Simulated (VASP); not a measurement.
A run of VASP 6.6.1:

Contents of INCAR:

```
PREC = Accurate ; ENCUT = 520
EDIFF = 1E-7 ; ISMEAR = 0
SIGMA = 0.1 ; LREAL = F
LASPH = T ; NELM = 100
ALGO = Normal ; ISIF = 2
LWAVE = F ; LCHARG = F
GGA = PE ; NBANDS = 24
```

The input KPOINTS:

```
regular mesh
0
Gamma
  6 6 4
```

POSCAR

```
GaTe2O
1.0
    4.2469063100      0.0000000000      0.0000000000
   -2.1234531500      3.6779287500      0.0000000000
    0.0000000000      0.0000000000      5.8131228000
Ga Te O
1 2 1
Direct
    0.0000000000      0.0000000000      0.5000000000
    0.3333333300      0.6666666700      0.2354696200
    0.6666666700      0.3333333300      0.7645303800
    0.0000000000      0.0000000000      0.0000000000
```

Potentials or basis: VASP PAW PBE potentials, release 64 (Ga_d, Te, O).

Command:

```console
$ cat potpaw_PBE.64/Ga_d/POTCAR potpaw_PBE.64/Te/POTCAR potpaw_PBE.64/O/POTCAR > POTCAR
$ mpirun -np 1 vasp_std > vasp.out
```

Hardware: 1 thread of Intel(R) Xeon(R) 6975P-C (Granite Rapids) (shared host).

Question: Estimate the wall time of this run.

Answer: Run time: 25 s on 1 thread of Intel(R) Xeon(R) 6975P-C (Granite Rapids), with other jobs on the host, peak memory 0.24 GiB. Counts: scf iterations 16, k points 24.
